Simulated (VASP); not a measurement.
# MoS2 (P6_3/mmc) in VASP: a series of runs, part 2 of 2

VASP 6.6.1.

### 4 Single point, LDA+U, collinear spin, zero start

File INCAR:

```
  ALGO = Normal
  EDIFF = 1E-6
  ENCUT = 520
  ISIF = 2
  ISMEAR = 0
  ISPIN = 2
  LASPH = T
  LCHARG = T
  LDAU = T
  LDAUJ = 0 0
  LDAUL = 2 -1
  LDAUPRINT = 1
  LDAUTYPE = 2
  LDAUU = 2 0
  LELF = T
  LMAXMIX = 4
  LORBIT = 11
  LREAL = F
  LVHAR = T
  LWAVE = F
  MAGMOM = 0 0 0 0 0 0
  NBANDS = 39
  NELM = 150
  PREC = Accurate
  SIGMA = 0.05
```

File KPOINTS:

```
k-points
0
Gamma
  7 7 2
```

File POSCAR:

```
MoS2
1.0
    3.1610015200      0.0000000000      0.0000000000
   -1.5805007600      2.7375076200      0.0000000000
    0.0000000000      0.0000000000     12.2949997000
Mo S
2 4
Direct
    0.3333333333      0.6666666667      0.2500000000
    0.6666666667      0.3333333333      0.7500000000
    0.3333333333      0.6666666667      0.6275000000
    0.6666666667      0.3333333333      0.1275000000
    0.3333333333      0.6666666667      0.8725000000
    0.6666666667      0.3333333333      0.3725000000
```

Potentials or basis: VASP PAW LDA potentials, release 64 (Mo_sv, S).

Command:

```console
cat potpaw_LDA.64/Mo_sv/POTCAR potpaw_LDA.64/S/POTCAR > POTCAR
mpirun -np 1 vasp_std > vasp.out
```

OUTCAR:

```text
EDIFF = 1E-6
   ENCUT = 520
   ISIF = 2
   ISMEAR = 0
   ISPIN = 2
   LASPH = T
   LORBIT = 11
   LREAL = F
   NELM = 150
   PREC = Accurate

 ion  position               nearest neighbor table
   1  0.333  0.667  0.250-   4 2.37   6 2.37   4 2.37   6 2.37   4 2.37   6 2.37
   2  0.667  0.333  0.750-   3 2.37   5 2.37   3 2.37   5 2.37   3 2.37   5 2.37
   3  0.333  0.667  0.627-   2 2.37   2 2.37   2 2.37
   4  0.667  0.333  0.127-   1 2.37   1 2.37   1 2.37
   5  0.333  0.667  0.873-   2 2.37   2 2.37   2 2.37
   6  0.667  0.333  0.373-   1 2.37   1 2.37   1 2.37

  LATTYP: Found a hexagonal cell.
 ALAT       =     3.1610015200
 C/A-ratio  =     3.8895899360

  Lattice vectors:

 A1 = (   3.1610015200,   0.0000000000,   0.0000000000)
 A2 = (  -1.5805007600,   2.7375076200,   0.0000000000)
 A3 = (   0.0000000000,   0.0000000000,  12.2949997000)

Analysis of symmetry for initial positions (statically):
=====================================================================
 Subroutine PRICEL returns:
 Original cell was already a primitive cell.

 Routine SETGRP: Setting up the symmetry group for a
 hexagonal supercell.

 Subroutine GETGRP returns: Found 24 space group operations
 (whereof 12 operations were pure point group operations)
 out of a pool of 24 trial point group operations.

The static configuration has the point symmetry D_3d.
 The point group associated with its full space group is D_6h.

Analysis of symmetry for dynamics (positions and initial velocities):
=====================================================================
 Subroutine PRICEL returns:
 Original cell was already a primitive cell.

 Routine SETGRP: Setting up the symmetry group for a
 hexagonal supercell.

 Subroutine GETGRP returns: Found 24 space group operations
 (whereof 12 operations were pure point group operations)
 out of a pool of 24 trial point group operations.

The dynamic configuration has the point symmetry D_3d.
[... 245 lines left out ...]
  band No.  band energies     occupation
      1     -53.8409      1.00000
      2     -53.8409      1.00000
      3     -28.2034      1.00000
      4     -28.2033      1.00000
      5     -27.9850      1.00000
      6     -27.9850      1.00000
[... 645 lines left out ...]
     37      15.1200      0.00000
     38      15.1200      0.00000
 Fermi energy:         7.9840078127

 spin component 2

 k-point     1 :       0.0000    0.0000    0.0000
  band No.  band energies     occupation
      1     -53.8409      1.00000
      2     -53.8409      1.00000
      3     -28.2034      1.00000
      4     -28.2033      1.00000
      5     -27.9850      1.00000
      6     -27.9850      1.00000
[... 645 lines left out ...]
     37      15.1200      0.00000
     38      15.1200      0.00000
 [bands above 38 left out]

------------------------ aborting loop because EDIFF is reached ----------------------------------------

  FORCE on cell =-STRESS in cart. coord.  units (eV):
  Direction    XX          YY          ZZ          XY          YZ          ZX
  --------------------------------------------------------------------------------------
  -------------------------------------------------------------------------------------
  Total        0.0107507      0.0107507      4.6077262     -0.0000000      0.0000000      0.0000000
  in kB        0.1618966      0.1618966     69.3886895     -0.0000000      0.0000000      0.0000000
  external PRESSURE =      23.2374942 kB  Pullay stress =       0.0000000 kB

 VOLUME and BASIS-vectors are now :
 -----------------------------------------------------------------------------
  energy-cutoff  :      520.00
  volume of cell :      106.39
      direct lattice vectors                 reciprocal lattice vectors
     3.161001520  0.000000000  0.000000000     0.316355432  0.182647893  0.000000000
    -1.580500760  2.737507620  0.000000000     0.000000000  0.365295787  0.000000000
     0.000000000  0.000000000 12.294999700     0.000000000  0.000000000  0.081333878

 POSITION                                       TOTAL-FORCE (eV/Angst)
 -----------------------------------------------------------------------------------
     -0.00000      1.82501      3.07375         0.000000     -0.000000      0.000000
      1.58050      0.91250      9.22125         0.000000      0.000000      0.000000
     -0.00000      1.82501      7.71511         0.000000      0.000000     -0.892702
      1.58050      0.91250      1.56761        -0.000000     -0.000000     -0.892702
     -0.00000      1.82501     10.72739         0.000000      0.000000      0.892702
      1.58050      0.91250      4.57989        -0.000000     -0.000000      0.892702
 -----------------------------------------------------------------------------------
    total drift:                               -0.000000      0.000000     -0.000000

  FREE ENERGIE OF THE ION-ELECTRON SYSTEM (eV)
  ---------------------------------------------------
  free  energy   TOTEN  =       -44.0380906277 eV

  energy  without entropy=      -44.0380906277  energy(sigma->0) =      -44.03809063

 total charge

# of ion       s       p       d       tot
------------------------------------------
    1        2.312   6.244   4.010  12.567
    2        2.312   6.244   4.010  12.567
    3        1.361   2.358   0.000   3.719
    4        1.361   2.358   0.000   3.719
    5        1.361   2.358   0.000   3.719
    6        1.361   2.358   0.000   3.719
--------------------------------------------------
tot         10.068  21.919   8.021  40.009

 magnetization (x)

# of ion       s       p       d       tot
------------------------------------------
    1       -0.000   0.000   0.000   0.000
    2       -0.000   0.000   0.000   0.000
    3        0.000  -0.000   0.000  -0.000
    4        0.000  -0.000   0.000  -0.000
    5        0.000  -0.000   0.000  -0.000
    6        0.000  -0.000   0.000  -0.000
--------------------------------------------------
tot          0.000  -0.000   0.000   0.000
```

OSZICAR:

```text
N       E                     dE             d eps       ncg     rms          rms(c)
DAV:   1     0.466788130839E+03    0.46679E+03   -0.28513E+04  2696   0.127E+03
DAV:   2    -0.233331040406E+02   -0.49012E+03   -0.47048E+03  2894   0.355E+02
DAV:   3    -0.468301420966E+02   -0.23497E+02   -0.23082E+02  3080   0.727E+01
DAV:   4    -0.472107631720E+02   -0.38062E+00   -0.38027E+00  3000   0.960E+00
DAV:   5    -0.472171420482E+02   -0.63789E-02   -0.63782E-02  3069   0.125E+00    0.379E+01
DAV:   6    -0.446540741869E+02    0.25631E+01   -0.10737E+01  2859   0.215E+01    0.119E+01
DAV:   7    -0.442629274463E+02    0.39115E+00   -0.31033E+00  2793   0.125E+01    0.899E+00
DAV:   8    -0.440405924449E+02    0.22234E+00   -0.50165E-01  3003   0.490E+00    0.201E+00
DAV:   9    -0.440407554194E+02   -0.16297E-03   -0.37262E-02  2849   0.864E-01    0.620E-01
DAV:  10    -0.440382520706E+02    0.25033E-02   -0.12105E-02  2867   0.676E-01    0.233E-01
DAV:  11    -0.440381666419E+02    0.85429E-04   -0.99854E-04  2875   0.166E-01    0.125E-01
DAV:  12    -0.440380986731E+02    0.67969E-04   -0.14215E-04  2874   0.573E-02    0.727E-02
DAV:  13    -0.440380902264E+02    0.84467E-05   -0.60434E-05  2961   0.370E-02    0.121E-02
DAV:  14    -0.440380906277E+02   -0.40138E-06   -0.23442E-06  2345   0.743E-03
   1 F= -.44038091E+02 E0= -.44038091E+02  d E =-.516733E-24  mag=     0.0000
```

It took 53 s on 1 thread of Intel Xeon 6975P-C (Granite Rapids), shared host; peak memory 0.25 GiB.

Results:

| Quantity | Value |
| --- | --- |
| Free energy | -44.0381 eV |
| Pressure | 2.3 GPa |
| Largest force | 0.893 eV/Å |
| Band gap on the k mesh | 0.96 eV (least direct gap 1.98 eV) |
| Net moment | 0.00 μB per cell |
| Valence electrons inside the program's atomic spheres | Mo 12.57; S 3.72 |

Forces in eV/Å, atoms in the order of the input:
```
Mo   0.000  0.000  0.000
Mo   0.000  0.000  0.000
S    0.000  0.000 -0.893
S    0.000  0.000 -0.893
S    0.000  0.000  0.893
S    0.000  0.000  0.893
```

Stress tensor (GPa, compression positive):
```
0.02 0.00 0.00
0.00 0.02 0.00
0.00 0.00 6.94
```

Eigenvalues of the final occupation matrices:
| site | spin | trace | eigenvalues |
| --- | --- | --- | --- |
| site 1 d | 1 | 2.03 | 0.40 0.40 0.40 0.40 0.43 |
| site 1 d | 2 | 2.03 | 0.40 0.40 0.40 0.40 0.43 |
| site 2 d | 1 | 2.03 | 0.40 0.40 0.40 0.40 0.43 |
| site 2 d | 2 | 2.03 | 0.40 0.40 0.40 0.40 0.43 |

Caveat: an odd mesh through Γ misses points on the zone boundary, where band edges can lie.

### 5 Single point, LDA+U, collinear spin

File INCAR:

```
PREC = Accurate
ENCUT = 520
EDIFF = 1E-6
ISMEAR = 0
SIGMA = 0.05
LREAL = False
LASPH = True
NELM = 150
ALGO = Normal
ISIF = 2
LWAVE = False
LCHARG = False
ISPIN = 2
MAGMOM = 2 -2 0 0 0 0
LORBIT = 11
LMAXMIX = 4
LDAU = True
LDAUTYPE = 2
LDAUL = 2 -1
LDAUU = 2 0
LDAUJ = 0 0
LDAUPRINT = 1
NBANDS = 39
```

File KPOINTS:

```
Automatic mesh
0
Gamma
  7 7 2
```

POSCAR is that of step 4.

Command:

```console
cat potpaw_LDA.64/Mo_sv/POTCAR potpaw_LDA.64/S/POTCAR > POTCAR
mpirun -np 1 vasp_std > vasp.out
```

Run time: 88 s. Hardware: 1 thread of Intel Xeon 6975P-C (Granite Rapids), shared host; peak memory 0.25 GiB.

It converged, with:

```yaml
Free_energy: -44.0381 eV
Pressure: 2.3 GPa
Largest_force: 0.893 eV/Å
Band_gap_on_the_k_mesh: 0.95 eV (least direct gap 1.98 eV)
Net_moment: 0.00 μB per cell
Valence_electrons_inside_the_program's_atomic_spheres: Mo 12.57; S 3.72
```

Forces on the atoms (eV/Å):
```
Mo   0.000  0.000  0.000
Mo   0.000  0.000  0.000
S    0.000  0.000 -0.893
S    0.000  0.000 -0.893
S    0.000  0.000  0.893
S    0.000  0.000  0.893
```

Stress tensor (GPa, compression positive):
```
0.01 0.00 0.00
0.00 0.01 0.00
0.00 0.00 6.93
```

Levels at points of the mesh, in eV from the valence-band top:
Spin up:
```tsv
k point	band 22	band 23	band 24	band 25	band 26	band 27	band 28	band 29	band 30	band 31
(0.00, 0.00, 0.00)	-2.54	-2.54	-1.32	-1.19	0.00	1.98	1.98	1.99	1.99	2.32
(0.00, 0.00, 0.50)	-2.56	-2.56	-2.56	-0.29	-0.29	1.98	1.98	1.98	1.98	2.39
```
Spin down:
```tsv
k point	band 22	band 23	band 24	band 25	band 26	band 27	band 28	band 29	band 30	band 31
(0.00, 0.00, 0.00)	-2.54	-2.54	-1.32	-1.19	0.00	1.98	1.98	1.99	1.99	2.32
(0.00, 0.00, 0.50)	-2.56	-2.56	-2.56	-0.29	-0.29	1.98	1.98	1.98	1.98	2.39
```

Eigenvalues of the final occupation matrices:
```
    site  spin  trace               eigenvalues
site 1 d     1   2.03  0.40 0.40 0.40 0.40 0.43
site 1 d     2   2.03  0.40 0.40 0.40 0.40 0.43
site 2 d     1   2.03  0.40 0.40 0.40 0.40 0.43
site 2 d     2   2.03  0.40 0.40 0.40 0.40 0.43
```

Caveat: an odd mesh through Γ misses points on the zone boundary, where band edges can lie.
